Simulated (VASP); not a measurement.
# TiAl (Pm-3m) in VASP: notebook, part 2 of 2

VASP 6.6.1.

**4. Relaxation of cell and atoms, PBEsol**

Contents of INCAR:

```
  ALGO = Fast
  EDIFF = 1E-6
  EDIFFG = -0.05
  ENCUT = 600
  GGA = PS
  IBRION = 2
  ISIF = 3
  ISMEAR = 0
  LASPH = True
  LCHARG = False
  LREAL = False
  LWAVE = False
  NELM = 80
  NSW = 80
  PREC = Accurate
  SIGMA = 0.1
```

Contents of KPOINTS:

```
k-points
0
Gamma
  6 6 6
```

Contents of POSCAR:

```
TiAl
1.0
    3.0810149011      0.0000000000      0.0000000000
    0.0000000000      3.0810149011      0.0000000000
    0.0000000000      0.0000000000      3.0810149011
Al Ti
1 1
Direct
    0.0000000000      0.0000000000      0.0000000000
    0.5000000000      0.5000000000      0.5000000000
```

Potentials or basis: VASP PAW PBE potentials, release 64 (Al, Ti_sv).

The run is started by

```bash
cat potpaw_PBE.64/Al/POTCAR potpaw_PBE.64/Ti_sv/POTCAR > POTCAR
mpirun -np 1 vasp_std > vasp.out
```

OUTCAR:

```text
EDIFF = 1E-6
   EDIFFG = -0.05
   ENCUT = 600
   GGA = PS
   IBRION = 2
   ISIF = 3
   ISMEAR = 0
   LASPH = True
   LREAL = False
   NELM = 80
   NSW = 80
   PREC = Accurate

 ion  position               nearest neighbor table
   1  0.000  0.000  0.000-   2 2.67   2 2.67   2 2.67   2 2.67   2 2.67   2 2.67   2 2.67   2 2.67

   2  0.500  0.500  0.500-   1 2.67   1 2.67   1 2.67   1 2.67   1 2.67   1 2.67   1 2.67   1 2.67

  LATTYP: Found a simple cubic cell.
 ALAT       =     3.0810149011

  Lattice vectors:

 A1 = (   3.0810149011,   0.0000000000,   0.0000000000)
 A2 = (   0.0000000000,   3.0810149011,   0.0000000000)
 A3 = (   0.0000000000,   0.0000000000,   3.0810149011)

Analysis of symmetry for initial positions (statically):
=====================================================================
 Subroutine PRICEL returns:
 Original cell was already a primitive cell.

 Routine SETGRP: Setting up the symmetry group for a
 simple cubic supercell.

 Subroutine GETGRP returns: Found 48 space group operations
 (whereof 48 operations were pure point group operations)
 out of a pool of 48 trial point group operations.

The static configuration has the point symmetry O_h .

Analysis of symmetry for dynamics (positions and initial velocities):
=====================================================================
 Subroutine PRICEL returns:
 Original cell was already a primitive cell.

 Routine SETGRP: Setting up the symmetry group for a
 simple cubic supercell.

 Subroutine GETGRP returns: Found 48 space group operations
 (whereof 48 operations were pure point group operations)
 out of a pool of 48 trial point group operations.

The dynamic configuration has the point symmetry O_h .

 Subroutine INISYM returns: Found 48 space group operations
 (whereof 48 operations are pure point group operations),
 and found     1 'primitive' translations

[... 103 lines left out ...]
   EFERMI =   0.00;   METHOD = LEGACY
   ISMEAR =     0;   SIGMA  =   0.10  broadening in eV -4-tet -1-fermi 0-gaus
   EFERMI_NEDOS =   21; number of points for ismear=-14 and -15
   IALGO  =     68    algorithm
   IMIX   =      4    mixing-type and parameters
     AMIX     =   0.40;   BMIX     =  1.00
     AMIX_MAG =   1.60;   BMIX_MAG =  1.00
  volume/ion in A,a.u.               =      14.62        98.68
  Fermi-wavevector in a.u.,A,eV,Ry     =   1.310423  2.476340 23.364033  1.717208
  Thomas-Fermi vector in A             =   2.440954
   LORBIT       =      0    0 simple, 1 ext, 2 COOP (PROOUT), +10 PAW based schemes
   GGA     = PS    functional components
   LHFCALC =     F    Hartree Fock is set to
   AEXX    =    0.0000 exact exchange contribution
   IVDW    =     0    specifies the selected vdW correction
   LEPSILON=     F    determine dielectric tensor
   LRPA    =     F    only Hartree local field effects (RPA)
 conjugate gradient relaxation of ions
 non-spin polarized calculation
 RMM-DIIS sequential band-by-band and
 Gauss-broadening in eV      SIGMA  =   0.10
  energy-cutoff  :      600.00
  volume of cell :       29.25
 maximum number of plane-waves:      1000
 NGX is ok and might be reduce to    28
   NGX = 13   NGY = 13   NGZ = 13

--------------------------------------- Ionic step        1  -------------------------------------------

 number of electron      14.9999996 magnetization

 Free energy of the ion-electron system (eV)
  ---------------------------------------------------
  ext. energy  EPLUGINS =         0.00000000
  ---------------------------------------------------
  free energy    TOTEN  =       -12.91206753 eV

  energy without entropy =      -12.90108449  energy(sigma->0) =      -12.90657601

------------------------ aborting loop because EDIFF is reached ----------------------------------------

  FORCE on cell =-STRESS in cart. coord.  units (eV):
  Direction    XX          YY          ZZ          XY          YZ          ZX
  --------------------------------------------------------------------------------------
  -------------------------------------------------------------------------------------
  Total        1.7811688      1.7811688      1.7811688     -0.0000000     -0.0000000      0.0000000
  in kB       97.5740364     97.5740364     97.5740364     -0.0000000     -0.0000000      0.0000000
  external PRESSURE =      97.5740364 kB  Pullay stress =       0.0000000 kB
[... 59 lines left out ...]
--------------------------------------- Ionic step        3  -------------------------------------------

 number of electron      15.0000003 magnetization

 Free energy of the ion-electron system (eV)
  ---------------------------------------------------
  ext. energy  EPLUGINS =         0.00000000
  ---------------------------------------------------
  free energy    TOTEN  =       -12.97387948 eV

  energy without entropy =      -12.96202373  energy(sigma->0) =      -12.96795161

 E-fermi :   8.9320     XC(G=0): -11.2877

 val. band max:        8.8647975964   @ k =   0.3333   0.3333   0.1667
 cond. band min:       8.9926075805   @ k =   0.3333   0.1667   0.0000
 fundamental gap:      0.1278099840
 Fermi energy:         8.9320499859

 k-point     1 :       0.0000    0.0000    0.0000
  band No.  band energies     occupation
      1     -47.6898      2.00000
      2     -23.9910      2.00000
      3     -23.9910      2.00000
      4     -23.9910      2.00000
      5      -0.4418      2.00000
      6       7.4332      2.00000
      7       7.4332      2.00000
      8      10.7653      0.00000
      9      10.7653      0.00000
     10      10.7653      0.00000
     11      13.4412      0.00000
[... 293 lines left out ...]
  FREE ENERGIE OF THE ION-ELECTRON SYSTEM (eV)
  ---------------------------------------------------
  free  energy   TOTEN  =       -12.9738794806 eV

  energy  without entropy=      -12.9620237330  energy(sigma->0) =      -12.96795161

 reached required accuracy - stopping structural energy minimisation
```

CONTCAR:

```text
TiAl
   1.00000000000000
     3.1552273674747626   -0.0000000000000000    0.0000000000000000
    -0.0000000000000000    3.1552273674747626   -0.0000000000000000
     0.0000000000000000   -0.0000000000000000    3.1552273674747626
  Al              Ti
     1     1
Direct
     0.0000000000000000    0.0000000000000000    0.0000000000000000
     0.5000000000000000    0.5000000000000000    0.5000000000000000

  0.00000000E+00  0.00000000E+00  0.00000000E+00
  0.00000000E+00  0.00000000E+00  0.00000000E+00
```

Wall time 49 s (1 thread of Intel Xeon Platinum 8124M at 3.00GHz (Skylake/Cascade Lake), shared host); peak memory 0.16 GiB.

What came out:

* Free energy: -12.9739 eV
* Relaxed volume: 15.71 Å³/atom
* Relaxed cell: a = 3.155 Å, b = 3.155 Å, c = 3.155 Å, α = 90.00°, β = 90.00°, γ = 90.00°
* Space group after relaxing (to 0.05 Å): Pm-3m (No. 221)
* Energy gained by relaxing: 30.9 meV/atom
* Ionic steps: 3
* Pressure after relaxing: 0.0 GPa

The path:
```
step  energy change (eV)  largest force (eV/Å)  pressure (GPa)  volume (Å³)
   1              0.0000                0.0000            9.76        29.25
   2             -0.0276                0.0000           -5.89        33.18
   3             -0.0618                0.0000           -0.03        31.41
```

Final structure:
```yaml
crystal:
  lattice:
    - [3.15523, 0.00000, 0.00000]
    - [0.00000, 3.15523, 0.00000]
    - [0.00000, 0.00000, 3.15523]
  atoms:
    - { symbol: Al, position: [0.00000, 0.00000, 0.00000] }
    - { symbol: Ti, position: [0.50000, 0.50000, 0.50000] }
```

Caveat: the PAW data sets were made with another functional, which shifts forces and pressure a little.

**5. Single point, PBEsol**

This run uses another cell than the first one, of 15.71 Å³/atom, 1.074 times its volume.

Contents of INCAR:

```
SYSTEM = TiAl
PREC = Accurate
ENCUT = 520
EDIFF = 1E-7
ISMEAR = 0
SIGMA = 0.1
LREAL = .FALSE.
LASPH = .TRUE.
NELM = 60
ALGO = Normal
ISIF = 2
LWAVE = .FALSE.
LCHARG = .TRUE.
GGA = PS
LELF = .TRUE.
LVHAR = .TRUE.
NBANDS = 14
```

Contents of KPOINTS:

```
Automatic mesh
0
G
  14 14 14
  0 0 0
```

Contents of POSCAR:

```
TiAl
1.0
    3.1552927248      0.0000000000      0.0000000000
    0.0000000000      3.1552927248      0.0000000000
    0.0000000000      0.0000000000      3.1552927248
Al Ti
1 1
Direct
    0.0000000000      0.0000000000      0.0000000000
    0.5000000000      0.5000000000      0.5000000000
```

The run is started by

```bash
cat potpaw_PBE.64/Al/POTCAR potpaw_PBE.64/Ti_sv/POTCAR > POTCAR
mpirun -np 1 vasp_std > vasp.out
```

Run time: 25 s. Hardware: 1 thread of Intel Xeon Platinum 8124M at 3.00GHz (Skylake/Cascade Lake), shared host; peak memory 0.18 GiB.

It converged, with:

```
Free energy : -12.9746 eV
Pressure    : 0.1 GPa
```

Levels at points of the mesh, in eV from the Fermi level:
| k point | band 5 | band 6 | band 7 | band 8 | band 9 | band 10 |
| --- | --- | --- | --- | --- | --- | --- |
| (0.00, 0.00, 0.00) | -9.36 | -1.49 | -1.49 | 1.84 | 1.84 | 1.84 |
| (0.50, 0.00, 0.00) | -6.05 | -5.26 | -0.57 | 0.14 | 0.14 | 2.05 |
| (0.50, 0.50, 0.00) | -5.07 | -2.10 | -2.10 | -1.51 | 0.70 | 0.70 |
| (0.50, 0.50, 0.50) | -3.17 | -3.17 | -3.17 | 0.78 | 2.90 | 2.90 |

Caveat: the PAW data sets were made with another functional, which shifts forces and pressure a little.

**6. Relaxation of cell and atoms, PBEsol**

This run uses another cell than the first one, of 15.71 Å³/atom, 1.074 times its volume.

Contents of INCAR:

```
SYSTEM = TiAl
  PREC = Accurate
  ENCUT = 600
  EDIFF = 1E-6
  ISMEAR = 0
  SIGMA = 0.1
  LREAL = .FALSE.
  LASPH = .TRUE.
  NELM = 100
  ALGO = Fast
  ISIF = 3
  LWAVE = .FALSE.
  LCHARG = .FALSE.
  GGA = PS
  IBRION = 2
  NSW = 80
  EDIFFG = -0.01
```

KPOINTS is that of step 5.

POSCAR is that of step 5.

Potentials or basis: VASP PAW PBE potentials, release 64 (Al, Ti_sv).

The run is started by

```bash
cat potpaw_PBE.64/Al/POTCAR potpaw_PBE.64/Ti_sv/POTCAR > POTCAR
mpirun -np 1 vasp_std > vasp.out
```

Wall time 2.4 min (1 thread of Intel Xeon Platinum 8124M at 3.00GHz (Skylake/Cascade Lake), shared host); peak memory 0.2 GiB.

Results (log left out):

* Free energy: -12.9749 eV
* Relaxed volume: 15.74 Å³/atom
* Relaxed cell: a = 3.157 Å, b = 3.157 Å, c = 3.157 Å, α = 90.00°, β = 90.00°, γ = 90.00°
* Space group after relaxing (to 0.05 Å): Pm-3m (No. 221)
* Energy gained by relaxing: 0.0 meV/atom
* Ionic steps: 2
* Pressure after relaxing: -0.1 GPa

Final structure:
```cif
data_structure
_symmetry_space_group_name_H-M 'P 1'
_symmetry_Int_Tables_number 1
_cell_length_a 3.1572
_cell_length_b 3.1572
_cell_length_c 3.1572
_cell_angle_alpha 90.000
_cell_angle_beta 90.000
_cell_angle_gamma 90.000
_cell_volume 31.47
loop_
_atom_site_label
_atom_site_type_symbol
_atom_site_fract_x
_atom_site_fract_y
_atom_site_fract_z
_atom_site_occupancy
Al1 Al 0.00000 0.00000 0.00000 1
Ti1 Ti 0.50000 0.50000 0.50000 1
```

Levels at points of the mesh, in eV from the Fermi level:
```tsv
k point	band 5	band 6	band 7	band 8	band 9	band 10
(0.00, 0.00, 0.00)	-9.35	-1.49	-1.49	1.83	1.83	1.83
(0.50, 0.00, 0.00)	-6.04	-5.25	-0.57	0.14	0.14	2.04
(0.50, 0.50, 0.00)	-5.07	-2.10	-2.10	-1.50	0.70	0.70
(0.50, 0.50, 0.50)	-3.16	-3.16	-3.16	0.77	2.96	2.96
```

Caveat: the PAW data sets were made with another functional, which shifts forces and pressure a little.

**7. The runs side by side**

| task | cell | k mesh | cutoff (eV) | gap on the mesh (eV) | pressure (GPa) | relaxed volume (Å³/atom) |
| --- | --- | --- | --- | --- | --- | --- |
| single point | a = 3.081 Å, 2 atoms | 6 × 6 × 6 | 520 | none | 9.7 | - |
| single point | a = 3.155 Å, 2 atoms | 6 × 6 × 6 | 520 | none | -0.1 | - |
| relaxation of cell and atoms | relaxed from a = 3.081 Å, 2 atoms | 6 × 6 × 6 | 600 | none | 0.0 | 15.71 |
| single point | a = 3.155 Å, 2 atoms | 14 × 14 × 14 | 520 | none | 0.1 | - |
| relaxation of cell and atoms | relaxed from a = 3.155 Å, 2 atoms | 14 × 14 × 14 | 600 | none | -0.1 | 15.74 |

Alike in all rows: level PBEsol; potentials or basis VASP PAW PBE potentials, release 64 (Al, Ti_sv); no spin polarisation; smearing gaussian 0.1 eV.

Caveats: the PAW data sets were made with another functional, which shifts forces and pressure a little.

Absolute energies hang on the potentials; compare differences alone.
